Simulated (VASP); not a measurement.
Input of a VASP 6.6.1 run:

File INCAR:

```
PREC     = Accurate       # precision mode
ENCUT    = 520            # plane-wave cutoff, eV
EDIFF    = 1E-6           # SCF threshold, eV
ISMEAR   = 0              # smearing method
SIGMA    = 0.1            # smearing width, eV
LREAL    = False          # projectors in reciprocal space
LASPH    = True           # aspherical terms in the spheres
NELM     = 100            # most SCF steps
ALGO     = Fast           # electronic algorithm
ISIF     = 2              # what is computed and relaxed
LWAVE    = False          # write WAVECAR
LCHARG   = False          # write CHGCAR
GGA      = PE             # functional
NBANDS   = 12             # bands
```

Contents of KPOINTS:

```
regular mesh
0
Gamma
  18 18 18
```

Contents of POSCAR:

```
Ta
1.0
   -1.6758255418      1.6758255418      1.6758255418
    1.6758255418     -1.6758255418      1.6758255418
    1.6758255418      1.6758255418     -1.6758255418
Ta
1
Direct
    0.0000000000      0.0000000000      0.0000000000
```

Potentials or basis: VASP PAW PBE potentials, release 64 (Ta_pv).

Launch:

```console
$ cat potpaw_PBE.64/Ta_pv/POTCAR > POTCAR
$ mpirun -np 1 vasp_std > vasp.out
```

Question: Predict the pressure.

Answer: -5.4 GPa.

Question: What does it give for the band gap on the k mesh?

Answer: Zero (an odd number of electrons rules out a gap without spin polarisation).

Caveat: the cell stands under tension; spin-orbit coupling is left out, which moves the levels of the heavy elements.
